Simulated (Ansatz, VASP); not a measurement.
Fe in VASP and in Ansatz

The input POSCAR:

```
Fe
1.0
   -1.4039932135      1.4039932135      1.4039932135
    1.4039932135     -1.4039932135      1.4039932135
    1.4039932135      1.4039932135     -1.4039932135
Fe
1
Direct
    0.0000000000      0.0000000000      0.0000000000
```

File INCAR.step1:

```
SYSTEM = Fe
PREC = Accurate
ENCUT = 520
ISMEAR = 0
SIGMA = 0.1
LREAL = .FALSE.
LASPH = .TRUE.
NELM = 150
ISPIN = 2
MAGMOM = 3.09
LMAXMIX = 4
NBANDS = 14
GGA = PE
ALGO = Normal
EDIFF = 1E-4
LWAVE = .TRUE.
LCHARG = .FALSE.
```

The input INCAR.step2:

```
SYSTEM = Fe
PREC = Accurate
ENCUT = 520
EDIFF = 1E-6
ISMEAR = 0
SIGMA = 0.1
LREAL = .FALSE.
LASPH = .TRUE.
NELM = 150
ALGO = Normal
ISIF = 2
LWAVE = .FALSE.
LCHARG = .TRUE.
ISPIN = 2
MAGMOM = 3.09
LORBIT = 11
LMAXMIX = 4
METAGGA = R2SCAN
LMIXTAU = .TRUE.
LELF = .TRUE.
LVHAR = .TRUE.
NBANDS = 14
ISTART = 1
```

The input KPOINTS:

```
Automatic mesh
0
G
  20 20 20
  0 0 0
```

Input for Ansatz:

```yaml
crystal:
  lattice:
    - [-1.4039932135, 1.4039932135, 1.4039932135]
    - [1.4039932135, -1.4039932135, 1.4039932135]
    - [1.4039932135, 1.4039932135, -1.4039932135]
  atoms:
    - { symbol: Fe, position: [0.0, 0.0, 0.0], spin: 3.09 }
basis:
  ecutwfc: 500
kpoints:
  mp_grid: { grid: [20, 20, 20] }
hamiltonian:
  xc: r2scan
scf:
  occupations: { method: gaussian, width: 0.1 }
output:
  forces: true
  stress: true
  eigenvalues: true
  populations: true
magnetization:
  spin_polarized: true
```

Alike in both runs: task single point; functional r2SCAN; k mesh 20 × 20 × 20; occupations gaussian, width 0.1 eV; collinear spin.

|  | VASP | Ansatz |
| --- | --- | --- |
| version | VASP 6.6.1 | Ansatz 0.2.0 |
| potentials or method | VASP PAW PBE potentials, release 64 (Fe), cutoff 520 eV | scalar-relativistic, plane waves, PAW |
| valence electrons in the cell | 8 | 16 |

```tsv
	VASP	Ansatz	Ansatz less VASP
gap on the k mesh at the Fermi level (eV)	none	none	-
pressure (GPa)	12.5	12.8	+0.29
net moment per atom (μB)	2.59	2.59	-0.002
size of the moment on the site where the two differ most (μB)	2.64	2.73	+0.091
```

VASP's potentials were made for PBE, not for r2SCAN. Site moments also hang on the region over which each program counts them. A gap of «none» marks a metal or a gap that the smearing closes. With one functional, cell and mesh, what is left measures potentials, basis and numerics. VASP's potentials hold 8 valence electrons a cell and Ansatz's 16, so a difference there can come from the potentials and not from the codes. Ansatz's warnings: stability check not made.
